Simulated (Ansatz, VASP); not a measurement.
## One calculation of KI, two programs

Contents of POSCAR:

```
KI
1.0
    0.0000000000      3.5327750000      3.5327750000
    3.5327750000      0.0000000000      3.5327750000
    3.5327750000      3.5327750000      0.0000000000
K I
1 1
Direct
    0.0000000000      0.0000000000      0.0000000000
    0.5000000000      0.5000000000      0.5000000000
```

Contents of INCAR.step1:

```
PREC = Accurate
ENCUT = 600
ISMEAR = -1
SIGMA = 0.05
LREAL = F
LASPH = T
NELM = 100
GGA = PE
ALGO = Normal
EDIFF = 1E-4
LWAVE = T
LCHARG = F
```

INCAR.step2

```
PREC = Accurate
ENCUT = 600
EDIFF = 1E-6
ISMEAR = -1
SIGMA = 0.05
LREAL = F
LASPH = T
NELM = 100
ALGO = Normal
ISIF = 3
LWAVE = F
LCHARG = F
METAGGA = R2SCAN
LMIXTAU = T
IBRION = 2
NSW = 100
EDIFFG = -0.002
ISTART = 1
```

The input KPOINTS:

```
regular mesh
0
Gamma
  8 8 8
```

Input for Ansatz:

```yaml
crystal:
  lattice:
    - [0.0, 3.532775, 3.532775]
    - [3.532775, 0.0, 3.532775]
    - [3.532775, 3.532775, 0.0]
  atoms:
    - { symbol: K, position: [0.0, 0.0, 0.0] }
    - { symbol: I, position: [0.5, 0.5, 0.5] }
kpoints:
  mp_grid: { grid: [8, 8, 8] }
scf:
  occupations: { method: fermi_dirac, width: 0.05 }
hamiltonian:
  xc: r2scan
  pseudopotentials: { kind: paw }
relax:
  f_tol: 0.002
  max_steps: 80
  cell: {}
output:
  forces: true
  stress: true
```

Alike in both runs: task relaxation of cell and atoms; functional r2SCAN; k mesh 8 × 8 × 8; occupations fermi-dirac, width 0.05 eV; no spin polarisation.

|  | VASP | Ansatz |
| --- | --- | --- |
| version | VASP 6.6.1 | Ansatz 0.2.0 |
| potentials or method | VASP PAW PBE potentials, release 64 (K_sv, I) | PAW with Ansatz's default frozen-core files, scalar-relativistic |
| plane-wave cutoff (eV) | 600 | 500 |
| valence electrons in the cell | 16 | 26 |

|  | VASP | Ansatz | Ansatz less VASP |
| --- | --- | --- | --- |
| relaxed volume (Å³/atom) | 44.64 | 44.59 | -0.050 |
| relaxed cell length with the largest relative difference (Å) | 5.017 | 5.015 | -0.0019 |

VASP's potentials were made for PBE, not for r2SCAN. VASP's potentials hold 16 valence electrons a cell and Ansatz's 26, so a difference there can come from the potentials and not from the codes.

Neither program's run includes spin-orbit coupling.
